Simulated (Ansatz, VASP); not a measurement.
# Ag in VASP and in Ansatz

File INCAR:

```
ALGO = Fast ; EDIFF = 1E-6
ENCUT = 520 ; GGA = PS
ISIF = 2 ; ISMEAR = 0
LASPH = True ; LCHARG = True
LELF = True ; LREAL = False
LVHAR = True ; LWAVE = False
NBANDS = 54 ; NELM = 80
PREC = Accurate ; SIGMA = 0.15
```

KPOINTS

```
k-points
0
Gamma
  10 10 10
```

File POSCAR:

```
Ag
1.0
    3.3113080000      3.3113080000     -3.3113080000
    3.3113080000     -3.3113080000      3.3113080000
   -3.3113080000     -3.3113080000     -3.3113080000
Ag
8
Direct
    0.0000000000      0.0000000000      0.4803848191
    0.5000000000      0.0000000000      0.5000000000
    0.0000000000      0.5000000000      0.5000000000
    0.5000000000      0.5000000000      0.5000000000
    0.0000000000      0.0000000000      0.0000000000
    0.5000000000      0.0000000000      0.0000000000
    0.0000000000      0.5000000000      0.0000000000
    0.5000000000      0.5000000000      0.0000000000
```

Input for Ansatz:

```yaml
crystal:
  lattice:
    - [3.311308, 3.311308, -3.311308]
    - [3.311308, -3.311308, 3.311308]
    - [-3.311308, -3.311308, -3.311308]
  atoms:
    - { symbol: Ag, position: [0.0, 0.0, 0.4803848191] }
    - { symbol: Ag, position: [0.5, 0.0, 0.5] }
    - { symbol: Ag, position: [0.0, 0.5, 0.5] }
    - { symbol: Ag, position: [0.5, 0.5, 0.5] }
    - { symbol: Ag, position: [0.0, 0.0, 0.0] }
    - { symbol: Ag, position: [0.5, 0.0, 0.0] }
    - { symbol: Ag, position: [0.0, 0.5, 0.0] }
    - { symbol: Ag, position: [0.5, 0.5, 0.0] }
basis:
  ecutwfc: 420
kpoints:
  mp_grid: { grid: [10, 10, 10] }
hamiltonian:
  xc: pbesol
scf:
  occupations: { method: gaussian, width: 0.15 }
output:
  forces: true
  stress: true
  eigenvalues: true
```

Alike in both runs: task single point; functional PBEsol; k mesh 10 × 10 × 10; occupations gaussian, width 0.15 eV; no spin polarisation.

```csv
,VASP,Ansatz
version,VASP 6.6.1,Ansatz 0.2.0
potentials or method,"VASP PAW PBE potentials, release 64 (Ag), cutoff 520 eV","scalar-relativistic, plane waves, PAW"
valence electrons in the cell,88,152
```

```csv
,VASP,Ansatz,Ansatz less VASP
gap on the k mesh at the Fermi level (eV),none,none,-
pressure (GPa),-7.1,-7.1,+0.08
"traceless stress, the component that is largest in VASP (GPa)",0.07,0.07,+0.001
rms of the force components (eV/Å),0.120,0.121,+0.0014
```

VASP's potentials were made for PBE, not for PBEsol. Atom by atom the forces differ by 0.001 eV/Å (rms over components). A gap of «none» marks a metal or a gap that the smearing closes. The functional is the same, so the differences come from potentials, cutoffs and numerics. VASP's potentials hold 88 valence electrons a cell and Ansatz's 152, so a difference there can come from the potentials and not from the codes.
